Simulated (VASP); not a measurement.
Crystal: InSb.

```xyz
16
Lattice="0.0000 6.4782 6.4782 6.4782 0.0000 6.4782 6.4782 6.4782 0.0000" Properties=species:S:1:pos:R:3 pbc="T T T"
In    0.0000    0.0000    0.0000
In    3.2391    3.2391    0.0000
In    3.2391    0.0000    3.2391
In    6.4782    3.2391    3.2391
In    0.0000    3.2391    3.2391
In    3.2391    6.4782    3.2391
In    3.2391    3.2391    6.4782
In    6.4782    6.4782    6.4782
Sb    1.6196    1.6196    1.6196
Sb    4.8586    4.8586    1.6196
Sb    4.8586    1.6196    4.8586
Sb    8.0977    4.8586    4.8586
Sb    1.6196    4.8586    4.8586
Sb    4.8586    8.0977    4.8586
Sb    4.8586    4.8586    8.0977
Sb    8.0977    8.0977    8.0977
```

Base run:

```yaml
Program: VASP 6.6.1
Functional: LDA
Potentials_or_basis: VASP PAW LDA potentials, release 64 (In_d, Sb)
Cutoff: 400 eV
k_mesh: 5 × 5 × 5
Occupations: fermi-dirac, width 0.05 eV
Spin: no spin polarisation
```

Its results: band gap on the k mesh zero (filled and empty bands touch); pressure -0.5 GPa.

**Question.** The run is repeated on the same cell with these changes: functional from LDA to PBEsol; potentials or basis from VASP PAW LDA potentials, release 64 (In_d, Sb) to VASP PAW PBE potentials, release 64 (In_d, Sb). What comes out?

**Answer.** Band gap on the k mesh zero (filled and empty bands touch); pressure 0.9 GPa.

Caveats: semilocal functionals underestimate gaps, so a narrow gap can read as zero; spin-orbit coupling is left out, which moves the levels of the heavy elements; the PAW data sets were made with another functional, which shifts forces and pressure a little (at least some runs).
